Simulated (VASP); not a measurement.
**W: single point with PBE**

W, a slab with vacuum:

```
W
1.0
     2.75702    0.00000    0.00000
    -0.91901    2.59934    0.00000
     0.00000    0.00000   16.00000
W
1
Cartesian
  0.0000 0.0000 8.0000
```

```
Program             : VASP 6.6.1
Task                : single point
Functional          : PBE
Potentials or basis : VASP PAW PBE potentials, release 64 (W_sv)
Cutoff              : 520 eV
k mesh              : 13 × 13 × 1
Occupations         : fermi-dirac, width 0.1 eV
Spin                : no spin polarisation
```

```
Band gap on the k mesh : zero (bands 7 and 8 overlap by 1.24 eV)
```

Levels at points of the mesh, in eV from the Fermi level:
| k point | band 5 | band 6 | band 7 | band 8 | band 9 | band 10 |
| --- | --- | --- | --- | --- | --- | --- |
| (0.00, 0.00, 0.00) | -6.16 | -1.89 | -1.31 | 0.62 | 2.21 | 2.42 |

It took 29 s on 1 thread of Intel(R) Xeon(R) 6975P-C (Granite Rapids), with other jobs on the host, peak memory 0.27 GiB.

Caveat: spin-orbit coupling is left out, which moves the levels of the heavy elements.
